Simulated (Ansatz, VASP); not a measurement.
Two plane-wave programs on C

Contents of INCAR:

```
SYSTEM = C
PREC     = Accurate       ! precision mode
ENCUT    = 520            ! plane-wave cutoff, eV
EDIFF    = 1E-6           ! SCF threshold, eV
ISMEAR   = 0              ! smearing method
SIGMA    = 0.05           ! smearing width, eV
LREAL    = .FALSE.        ! projectors in reciprocal space
LASPH    = .TRUE.         ! aspherical terms in the spheres
NELM     = 60             ! most SCF steps
ALGO     = Normal         ! electronic algorithm
ISIF     = 2              ! what is computed and relaxed
LWAVE    = .FALSE.        ! write WAVECAR
LCHARG   = .FALSE.        ! write CHGCAR
GGA      = CA             ! functional
NBANDS   = 36             ! bands
```

The input KPOINTS:

```
Automatic mesh
0
G
  12 12 2
  0 0 0
```

The input POSCAR:

```
C
1.0
    2.3758000000      0.0000000000      0.0000000000
   -1.1879000000      2.0575031543      0.0000000000
    0.0000000000      0.0000000000     11.6772000000
C
12
Direct
    0.0000000000      0.0000000000      0.1868599868
    0.0000000000      0.0000000000      0.6868599868
    0.0000000000      0.0000000000      0.3131400132
    0.0000000000      0.0000000000      0.8131400132
    0.3333333333      0.6666666667      0.5207718743
    0.6666666667      0.3333333333      0.0207718743
    0.3333333333      0.6666666667      0.9792281257
    0.6666666667      0.3333333333      0.4792281257
    0.3333333333      0.6666666667      0.6450609412
    0.6666666667      0.3333333333      0.1450609412
    0.3333333333      0.6666666667      0.8549390588
    0.6666666667      0.3333333333      0.3549390588
```

Input for Ansatz:

```yaml
crystal:
  lattice:
    - [2.3758, 0.0, 0.0]
    - [-1.1879, 2.0575031543, 0.0]
    - [0.0, 0.0, 11.6772]
  atoms:
    - { symbol: C, position: [0.0, 0.0, 0.1868599868] }
    - { symbol: C, position: [0.0, 0.0, 0.6868599868] }
    - { symbol: C, position: [0.0, 0.0, 0.3131400132] }
    - { symbol: C, position: [0.0, 0.0, 0.8131400132] }
    - { symbol: C, position: [0.3333333333, 0.6666666667, 0.5207718743] }
    - { symbol: C, position: [0.6666666667, 0.3333333333, 0.0207718743] }
    - { symbol: C, position: [0.3333333333, 0.6666666667, 0.9792281257] }
    - { symbol: C, position: [0.6666666667, 0.3333333333, 0.4792281257] }
    - { symbol: C, position: [0.3333333333, 0.6666666667, 0.6450609412] }
    - { symbol: C, position: [0.6666666667, 0.3333333333, 0.1450609412] }
    - { symbol: C, position: [0.3333333333, 0.6666666667, 0.8549390588] }
    - { symbol: C, position: [0.6666666667, 0.3333333333, 0.3549390588] }
basis:
  ecutwfc: 520.0
kpoints:
  mp_grid: { grid: [12, 12, 2] }
hamiltonian:
  xc: lda
  pseudopotentials: { kind: paw, azcp: { folder: soft_1 } }
scf:
  occupations: { method: gaussian, width: 0.05 }
output:
  forces: true
  stress: true
  eigenvalues: true
```

Alike in both runs: task single point; functional LDA; k mesh 12 × 12 × 2; occupations gaussian, width 0.05 eV; no spin polarisation.

|  | VASP | Ansatz |
| --- | --- | --- |
| version | VASP 6.6.1 | Ansatz 0.2.0 |
| potentials or method | VASP PAW LDA potentials, release 64 (C), cutoff 520 eV | scalar-relativistic, plane waves, PAW |
| valence electrons in the cell | 48 | 48 |

Ansatz gave:

| Property | Result |
| --- | --- |
| gap on the k mesh at the Fermi level (eV) | 4.88 |
| least direct gap on the mesh (eV) | 5.72 |
| rms of the force components (eV/Å) | 0.032 |

Task: What did VASP give for the same quantities?

Result: gap on the k mesh at the Fermi level (eV): 4.87; least direct gap on the mesh (eV): 5.72; rms of the force components (eV/Å): 0.033.

Ansatz warns that its potentials were made for another functional, while VASP's fit it. LDA's correlation is that of Perdew and Zunger in VASP and of Perdew and Wang (1992) in Ansatz. Atom by atom the forces differ by 0.000 eV/Å (rms over components).
